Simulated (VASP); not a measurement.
Wanted: the native input for a VASP 6.6.1 run.

| Property | Result |
| --- | --- |
| Task | single point |
| Functional | LDA |
| Potentials or basis | VASP PAW LDA potentials, release 64 (Si) |
| Cutoff | 520 eV |
| k mesh | 10 × 6 × 6 |
| Occupations | gaussian, width 0.03 eV |
| Spin | no spin polarisation |
| Dipole correction | no |
| Further INCAR settings | ALGO = Normal; EDIFF = 1e-06; NBANDS = 26 |

The structure of Si lies in POSCAR:

```
Si
1.0
   -3.8019755419      0.0000000000      0.0000000000
    0.0000000000      0.0000000000     -6.2891200223
    0.0000000000     -6.5852148077      0.0000000000
Si
8
Direct
    0.5000000000      0.9369667109      0.1780558168
    1.0000000000      0.9369667109      0.6780558168
    1.0000000000      0.4369667109      0.3219441832
    0.5000000000      0.4369667109      0.8219441832
    0.5000000000      0.5630332891      0.1552775166
    1.0000000000      0.5630332891      0.6552775166
    1.0000000000      0.0630332891      0.3447224834
    0.5000000000      0.0630332891      0.8447224834
```

This cell differs from its parent crystal: atoms displaced along a vibrational mode.

The input as run:

INCAR

```
SYSTEM = Si
ALGO = Normal
EDIFF = 1E-6
ENCUT = 520
GGA = CA
ISIF = 2
ISMEAR = 0
LASPH = .True.
LCHARG = .False.
LREAL = .False.
LWAVE = .False.
NBANDS = 26
NELM = 80
PREC = Accurate
SIGMA = 0.03
```

KPOINTS

```
k-points
0
Gamma
  10 6 6
  0 0 0
```

Potentials or basis: VASP PAW LDA potentials, release 64 (Si).

Launch:

```sh
$ cat potpaw_LDA.64/Si/POTCAR > POTCAR
$ mpirun -np 1 vasp_std > vasp.out
```

Results of the run:

- Pressure: -0.1 GPa
- Largest force: 0.082 eV/Å
- Band gap on the k mesh: 0.28 eV

Caveat: the cell differs from its parent crystal (atoms displaced along a vibrational mode).

Run time: 2.5 min on 1 thread of AMD EPYC 9R45 96-Core Processor (Zen 5), with other jobs on the host, peak memory 0.34 GiB.
